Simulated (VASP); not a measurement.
# WSe2 in VASP: a series of runs

Runs on WSe2. Level: PBEsol. Tasks: single point.

Everything below comes from runs of VASP 6.6.1. Logs are shortened: lines on timing, memory, paths and dates and some standing lists are left out, and cuts for length are marked.

## (1) The cell of the first run

The cell holds a slab with vacuum, 15 atoms: a = 3.271 Å, b = 3.271 Å, c = 44.789 Å, α = 90.00°, β = 90.00°, γ = 120.00°.

## (2) Single point, PBEsol

Input file INCAR:

```
SYSTEM = WSe2
ALGO     = Normal         ! electronic algorithm
DIPOL    = 0.5 0.5 0.500
EDIFF    = 1E-7           ! SCF threshold, eV
ENCUT    = 520            ! plane-wave cutoff, eV
GGA      = PS             ! functional
IDIPOL   = 3            
ISIF     = 2              ! what is computed and relaxed
ISMEAR   = 0              ! smearing method
LASPH    = .True.         ! aspherical terms in the spheres
LCHARG   = .False.        ! write CHGCAR
LDIPOL   = .True.       
LREAL    = Auto         
LWAVE    = .False.        ! write WAVECAR
NBANDS   = 78             ! bands
NELM     = 60             ! most SCF steps
PREC     = Accurate       ! precision mode
SIGMA    = 0.05           ! smearing width, eV
```

Input file KPOINTS:

```
k-points
0
Gamma
  9 9 1
  0 0 0
```

Input file POSCAR:

```
WSe2
1.0
    3.2711504003      0.0000000000      0.0000000000
   -1.6355752001      2.8328993462      0.0000000000
    0.0000000000      0.0000000000     44.7891756116
Se W
10 5
Direct
    0.3333333333      0.6666666667      0.1675083150
    0.3333333333      0.6666666667      0.2422276580
    0.6666666667      0.3333333333      0.3149871774
    0.6666666667      0.3333333333      0.3897462794
    0.3333333333      0.6666666667      0.4626204379
    0.3333333333      0.6666666667      0.5373795186
    0.6666666667      0.3333333333      0.6102537401
    0.6666666667      0.3333333333      0.6850128419
    0.3333333333      0.6666666667      0.7577723441
    0.3333333333      0.6666666667      0.8324916866
    0.6666666667      0.3333333333      0.2048418476
    0.3333333333      0.6666666667      0.3523667075
    0.6666666667      0.3333333333      0.4999999784
    0.3333333333      0.6666666667      0.6476333122
    0.6666666667      0.3333333333      0.7951581555
```

Potentials or basis: VASP PAW PBE potentials, release 64 (Se, W_sv).

Launch:

```sh
$ cat potpaw_PBE.64/Se/POTCAR potpaw_PBE.64/W_sv/POTCAR > POTCAR
$ mpirun -np 1 vasp_std > vasp.out
```

OUTCAR:

```text
SYSTEM = WSe2
   EDIFF = 1E-7
   ENCUT = 520
   GGA = PS
   ISIF = 2
   ISMEAR = 0
   LASPH = .True.
   LREAL = Auto
   NELM = 60
   PREC = Accurate

 ion  position               nearest neighbor table
   1  0.333  0.667  0.168-  11 2.52  11 2.52  11 2.52
   2  0.333  0.667  0.242-  11 2.52  11 2.52  11 2.52
   3  0.667  0.333  0.315-  12 2.52  12 2.52  12 2.52
   4  0.667  0.333  0.390-  12 2.52  12 2.52  12 2.52
   5  0.333  0.667  0.463-  13 2.52  13 2.52  13 2.52
   6  0.333  0.667  0.537-  13 2.52  13 2.52  13 2.52
   7  0.667  0.333  0.610-  14 2.52  14 2.52  14 2.52
   8  0.667  0.333  0.685-  14 2.52  14 2.52  14 2.52
   9  0.333  0.667  0.758-  15 2.52  15 2.52  15 2.52
  10  0.333  0.667  0.832-  15 2.52  15 2.52  15 2.52
  11  0.667  0.333  0.205-   1 2.52   1 2.52   1 2.52   2 2.52   2 2.52   2 2.52
  12  0.333  0.667  0.352-   3 2.52   3 2.52   3 2.52   4 2.52   4 2.52   4 2.52
  13  0.667  0.333  0.500-   6 2.52   6 2.52   6 2.52   5 2.52   5 2.52   5 2.52
  14  0.333  0.667  0.648-   8 2.52   8 2.52   8 2.52   7 2.52   7 2.52   7 2.52
  15  0.667  0.333  0.795-  10 2.52  10 2.52  10 2.52   9 2.52   9 2.52   9 2.52

  LATTYP: Found a hexagonal cell.
 ALAT       =     3.2711504003
 C/A-ratio  =    13.6921786316

  Lattice vectors:

 A1 = (   3.2711504003,   0.0000000000,   0.0000000000)
 A2 = (  -1.6355752001,   2.8328993462,   0.0000000000)
 A3 = (   0.0000000000,   0.0000000000,  44.7891756116)

Analysis of symmetry for initial positions (statically):
=====================================================================
 Subroutine PRICEL returns:
 Original cell was already a primitive cell.

 Routine SETGRP: Setting up the symmetry group for a
 hexagonal supercell.

 Subroutine GETGRP returns: Found 12 space group operations
 (whereof 12 operations were pure point group operations)
 out of a pool of 24 trial point group operations.

The static configuration has the point symmetry D_3h.

Analysis of symmetry for dynamics (positions and initial velocities):
=====================================================================
 Subroutine PRICEL returns:
 Original cell was already a primitive cell.

 Routine SETGRP: Setting up the symmetry group for a
 hexagonal supercell.

 Subroutine GETGRP returns: Found 12 space group operations
 (whereof 12 operations were pure point group operations)
 out of a pool of 24 trial point group operations.

The dynamic configuration has the point symmetry D_3h.

 Subroutine INISYM returns: Found 12 space group operations
 (whereof 12 operations are pure point group operations),
 and found     1 'primitive' translations

----------------------------------------------------------------------------------------

                                     Primitive cell

  volume of cell :     415.0541

  direct lattice vectors                    reciprocal lattice vectors
     3.271150400  0.000000000  0.000000000     0.305702850  0.176497623  0.000000000
    -1.635575200  2.832899346  0.000000000     0.000000000  0.352995245  0.000000000
     0.000000000  0.000000000 44.789175612     0.000000000  0.000000000  0.022326823

  length of vectors
     3.271150400  3.271150400 44.789175612     0.352995245  0.352995245  0.022326823

  position of ions in fractional coordinates (direct lattice)
     0.333333333  0.666666667  0.167508315
     0.333333333  0.666666667  0.242227658
     0.666666667  0.333333333  0.314987177
     0.666666667  0.333333333  0.389746279
     0.333333333  0.666666667  0.462620438
     0.333333333  0.666666667  0.537379519
     0.666666667  0.333333333  0.610253740
     0.666666667  0.333333333  0.685012842
     0.333333333  0.666666667  0.757772344
     0.333333333  0.666666667  0.832491687
     0.666666667  0.333333333  0.204841848
     0.333333333  0.666666667  0.352366708
     0.666666667  0.333333333  0.499999978
     0.333333333  0.666666667  0.647633312
     0.666666667  0.333333333  0.795158155

[... 35 lines left out ...]

  Shift w.r.t. Gamma in fractional coordinates (k-lattice)
     0.000000000  0.000000000  0.000000000

 Subroutine IBZKPT returns following result:
 ===========================================

 Found     12 irreducible k-points:

 Following reciprocal coordinates:
            Coordinates               Weight
  0.000000  0.000000  0.000000      1.000000
  0.111111 -0.000000  0.000000      6.000000
  0.222222  0.000000  0.000000      6.000000
  0.333333 -0.000000  0.000000      6.000000
  0.444444  0.000000  0.000000      6.000000
  0.111111  0.111111  0.000000      6.000000
  0.222222  0.111111  0.000000     12.000000
  0.333333  0.111111  0.000000     12.000000
  0.444444  0.111111  0.000000      6.000000
  0.222222  0.222222  0.000000      6.000000
  0.333333  0.222222  0.000000     12.000000
  0.333333  0.333333  0.000000      2.000000
   k-points           NKPTS =     12   k-points in BZ     NKDIM =     12   number of bands    NBANDS=     78
   number of dos      NEDOS =    301   number of ions     NIONS =     15
   total plane-waves  NPLWV = 193536
   dimension x,y,z NGX =    24 NGY =   24 NGZ =  336
   dimension x,y,z NGXF=    48 NGYF=   48 NGZF=  672
   ions per type =              10   5
   NGX,Y,Z   is equivalent  to a cutoff of  12.20, 12.20, 12.47 a.u.
   NGXF,Y,Z  is equivalent  to a cutoff of  24.39, 24.39, 24.94 a.u.
 SYSTEM =  WSe2
   PREC   = accura    normal or accurate (medium, high low for compatibility)
   ISTART =      0    job   : 0-new  1-cont  2-samecut
   ICHARG =      2    charge: 1-file 2-atom 10-const
   ISPIN  =      1    spin polarized calculation?
   LNONCOLLINEAR =      F non collinear calculations
   LSORBIT =      F    spin-orbit coupling
   LASPH  =      T    aspherical Exc in radial PAW
   ENCUT  =  520.0 eV  38.22 Ry    6.18 a.u.   6.08  6.08 83.28*2*pi/ulx,y,z
   NELM   =     60;   NELMIN=  2; NELMDL= -5     # of ELM steps
   EDIFF  = 0.1E-06   stopping-criterion for ELM
   LREAL  =      T    real-space projection
   EDIFFG = 0.1E-05   stopping-criterion for IOM
   NSW    =      0    number of steps for IOM
   IBRION =     -1    ionic relax: 0-MD 1-quasi-New 2-CG
   NFREE  =      0    steps in history (QN), initial steepest desc. (CG)
   ISIF   =      2    stress and relaxation
   ISYM   =      2    0-nonsym 1-usesym 2-fastsym
   POTIM  = 0.5000    time-step for ionic-motion
   TEBEG  =    0.0;   TEEND  =   0.0 temperature during run
   PSTRESS=    0.0 pullay stress
   NELECT =     130.0000    total number of electrons
   NUPDOWN=      -1.0000    fix difference up-down
   EMIN   =  10.00;   EMAX   =-10.00  energy-range for DOS
   EFERMI =   0.00;   METHOD = LEGACY
   ISMEAR =     0;   SIGMA  =   0.05  broadening in eV -4-tet -1-fermi 0-gaus
   EFERMI_NEDOS =   21; number of points for ismear=-14 and -15
   IALGO  =     38    algorithm
   IMIX   =      4    mixing-type and parameters
     AMIX     =   0.40;   BMIX     =  1.00
     AMIX_MAG =   1.60;   BMIX_MAG =  1.00
  volume/ion in A,a.u.               =      27.67       186.73
  Fermi-wavevector in a.u.,A,eV,Ry     =   1.111786  2.100970 16.817715  1.236067
  Thomas-Fermi vector in A             =   2.248353
   LORBIT       =      0    0 simple, 1 ext, 2 COOP (PROOUT), +10 PAW based schemes
   GGA     = PS    functional components
   LHFCALC =     F    Hartree Fock is set to
   AEXX    =    0.0000 exact exchange contribution
   IVDW    =     0    specifies the selected vdW correction
   LEPSILON=     F    determine dielectric tensor
   LRPA    =     F    only Hartree local field effects (RPA)
 non-spin polarized calculation
 Gauss-broadening in eV      SIGMA  =   0.05
  energy-cutoff  :      520.00
  volume of cell :      415.05
 maximum number of plane-waves:     11292
   NGX = 13   NGY = 13   NGZ =167

 dipolmoment           0.000000      0.000000      0.000000 electrons x Angstroem

 number of electron     129.9999991 magnetization

 dipolmoment           0.000000      0.000000     -0.000000 electrons x Angstroem

 Free energy of the ion-electron system (eV)
  ---------------------------------------------------
  ext. energy  EPLUGINS =         0.00000000
  ---------------------------------------------------
  free energy    TOTEN  =      -116.34140955 eV

  energy without entropy =     -116.34140955  energy(sigma->0) =     -116.34140955

 E-fermi :   3.4223     XC(G=0):  -8.2002

 val. band max:        3.0721489075   @ k =   0.0000   0.0000   0.0000
 cond. band min:       4.2914743220   @ k =   0.2222   0.1111   0.0000
 fundamental gap:      1.2193254145
 Fermi energy:         3.4223142817

 k-point     1 :       0.0000    0.0000    0.0000
  band No.  band energies     occupation
      1     -71.0676      2.00000
      2     -71.0676      2.00000
      3     -71.0674      2.00000
      4     -71.0647      2.00000
      5     -71.0646      2.00000
      6     -35.3328      2.00000
[... 949 lines left out ...]
     76       6.3519      0.00000
     77       6.3600      0.00000
 [bands above 77 left out]

------------------------ aborting loop because EDIFF is reached ----------------------------------------

 vacuum level on the upper side and lower side of the slab       (xc-potential included)        -0.080        -0.080

  FORCE on cell =-STRESS in cart. coord.  units (eV):
  Direction    XX          YY          ZZ          XY          YZ          ZX
  --------------------------------------------------------------------------------------
  -------------------------------------------------------------------------------------
  Total        0.5993447      0.5993447      0.9759082      0.0000000      0.0000000     -0.0000000
  in kB        2.3135694      2.3135694      3.7671666      0.0000000      0.0000000     -0.0000000
  external PRESSURE =       2.7981018 kB  Pullay stress =       0.0000000 kB

 VOLUME and BASIS-vectors are now :
 -----------------------------------------------------------------------------
  energy-cutoff  :      520.00
  volume of cell :      415.05
      direct lattice vectors                 reciprocal lattice vectors
     3.271150400  0.000000000  0.000000000     0.305702850  0.176497623  0.000000000
    -1.635575200  2.832899346  0.000000000     0.000000000  0.352995245  0.000000000
     0.000000000  0.000000000 44.789175612     0.000000000  0.000000000  0.022326823

 POSITION                                       TOTAL-FORCE (eV/Angst)
 -----------------------------------------------------------------------------------
     -0.00000      1.88860      7.50256         0.000000      0.000000     -0.064726
     -0.00000      1.88860     10.84918         0.000000      0.000000      0.050071
      1.63558      0.94430     14.10802        -0.000000      0.000000     -0.079917
      1.63558      0.94430     17.45641         0.000000     -0.000000      0.057031
     -0.00000      1.88860     20.72039         0.000000      0.000000     -0.069868
     -0.00000      1.88860     24.06879         0.000000      0.000000      0.069868
      1.63558      0.94430     27.33276         0.000000     -0.000000     -0.057031
      1.63558      0.94430     30.68116        -0.000000      0.000000      0.079917
     -0.00000      1.88860     33.94000         0.000000      0.000000     -0.050071
     -0.00000      1.88860     37.28662         0.000000      0.000000      0.064726
      1.63558      0.94430      9.17470        -0.000000      0.000000      0.003074
     -0.00000      1.88860     15.78221        -0.000000     -0.000000     -0.002265
      1.63558      0.94430     22.39459         0.000000     -0.000000      0.000000
     -0.00000      1.88860     29.00696        -0.000000     -0.000000      0.002265
      1.63558      0.94430     35.61448        -0.000000      0.000000     -0.003074
 -----------------------------------------------------------------------------------
    total drift:                               -0.000000      0.000000     -0.000084

  FREE ENERGIE OF THE ION-ELECTRON SYSTEM (eV)
  ---------------------------------------------------
  free  energy   TOTEN  =      -116.3414095543 eV

  energy  without entropy=     -116.3414095543  energy(sigma->0) =     -116.34140955

 vacuum level on the upper side and lower side of the slab         7.963         7.963
```

Run time: 5.8 min. Hardware: 1 thread of Intel Xeon 6975P-C (Granite Rapids), shared host; peak memory 0.58 GiB.

Results:

```
Free energy            : -116.3414 eV
Largest force          : 0.080 eV/Å
Band gap on the k mesh : 1.22 eV (least direct gap 1.61 eV)
```

Forces on the atoms (eV/Å):
```
Se   0.000  0.000 -0.065
Se   0.000  0.000  0.050
Se   0.000  0.000 -0.080
Se   0.000  0.000  0.057
Se   0.000  0.000 -0.070
Se   0.000  0.000  0.070
Se   0.000  0.000 -0.057
Se   0.000  0.000  0.080
Se   0.000  0.000 -0.050
Se   0.000  0.000  0.065
W    0.000  0.000  0.003
W    0.000  0.000 -0.002
W    0.000  0.000  0.000
W    0.000  0.000  0.002
W    0.000  0.000 -0.003
```

Levels at points of the mesh, in eV from the valence-band top:
| k point | band 61 | band 62 | band 63 | band 64 | band 65 | band 66 | band 67 | band 68 | band 69 | band 70 |
| --- | --- | --- | --- | --- | --- | --- | --- | --- | --- | --- |
| (0.00, 0.00, 0.00) | -0.93 | -0.57 | -0.29 | -0.10 | 0.00 | 2.83 | 2.83 | 2.84 | 2.84 | 2.85 |

Caveat: the PAW data sets were made with another functional, which shifts forces and pressure a little; spin-orbit coupling is left out, which moves the levels of the heavy elements.

## (3) Single point, PBEsol (atoms taken out)

Input file INCAR:

```
  ALGO = Normal
  DIPOL = 0.5 0.5 0.500
  EDIFF = 1E-6
  ENCUT = 400
  GGA = PS
  GGA_COMPAT = F
  IDIPOL = 3
  ISIF = 2
  ISMEAR = 0
  LASPH = T
  LCHARG = T
  LDIPOL = T
  LELF = T
  LREAL = F
  LVACPOTAV = T
  LVHAR = T
  LWAVE = F
  NBANDS = 107
  NELM = 120
  NELMDL = -8
  PREC = Accurate
  SIGMA = 0.05
```

Input file KPOINTS:

```
k-points
0
Gamma
  9 9 1
```

Input file POSCAR:

```
WSe2
1.0
    3.2711503897      0.0000000000      0.0000000000
   -1.6355751948      2.8328993370      0.0000000000
    0.0000000000      0.0000000000     58.0098455662
Se W
14 7
Direct
    0.6666666667      0.3333333333      0.1292883980
    0.6666666667      0.3333333333      0.1869999596
    0.3333333333      0.6666666667      0.2432403384
    0.3333333333      0.6666666667      0.3009519000
    0.6666666667      0.3333333333      0.3571922788
    0.6666666667      0.3333333333      0.4149038404
    0.3333333333      0.6666666667      0.4711442192
    0.3333333333      0.6666666667      0.5288557808
    0.6666666667      0.3333333333      0.5850961596
    0.6666666667      0.3333333333      0.6428077212
    0.3333333333      0.6666666667      0.6990481000
    0.3333333333      0.6666666667      0.7567596616
    0.6666666667      0.3333333333      0.8130000404
    0.6666666667      0.3333333333      0.8707116020
    0.3333333333      0.6666666667      0.1581441788
    0.6666666667      0.3333333333      0.2720961192
    0.3333333333      0.6666666667      0.3860480596
    0.6666666667      0.3333333333      0.5000000000
    0.3333333333      0.6666666667      0.6139519404
    0.6666666667      0.3333333333      0.7279038808
    0.3333333333      0.6666666667      0.8418558212
```

Potentials or basis: VASP PAW PBE potentials, release 64 (Se, W_sv).

Launch:

```sh
$ cat potpaw_PBE.64/Se/POTCAR potpaw_PBE.64/W_sv/POTCAR > POTCAR
$ mpirun -np 1 vasp_std > vasp.out
```

Wall time 19 min (1 thread of Intel Xeon 6975P-C (Granite Rapids), shared host); peak memory 0.66 GiB.

Results (log left out):

| Property | Result |
| --- | --- |
| Free energy | -162.8818 eV |
| Largest force | 0.068 eV/Å |
| Band gap on the k mesh | 1.18 eV (least direct gap 1.60 eV) |

Forces in eV/Å, atoms in the order of the input:
```
Se   0.000  0.000 -0.033
Se   0.000  0.000  0.068
Se   0.000  0.000 -0.066
Se   0.000  0.000  0.066
Se   0.000  0.000 -0.066
Se   0.000  0.000  0.065
Se   0.000  0.000 -0.066
Se   0.000  0.000  0.066
Se   0.000  0.000 -0.065
Se   0.000  0.000  0.066
Se   0.000  0.000 -0.066
Se   0.000  0.000  0.066
Se   0.000  0.000 -0.068
Se   0.000  0.000  0.033
W    0.000  0.000 -0.035
W    0.000  0.000  0.000
W    0.000  0.000  0.000
W    0.000  0.000  0.000
W    0.000  0.000  0.000
W    0.000  0.000  0.000
W    0.000  0.000  0.035
```

Levels at points of the mesh, in eV from the valence-band top:
| k point | band 87 | band 88 | band 89 | band 90 | band 91 | band 92 | band 93 | band 94 | band 95 | band 96 |
| --- | --- | --- | --- | --- | --- | --- | --- | --- | --- | --- |
| (0.00, 0.00, 0.00) | -0.47 | -0.28 | -0.14 | -0.05 | 0.00 | 2.82 | 2.82 | 2.82 | 2.82 | 2.82 |

Caveat: the cell differs from its parent crystal (atoms taken out); the PAW data sets were made with another functional, which shifts forces and pressure a little; spin-orbit coupling is left out, which moves the levels of the heavy elements.
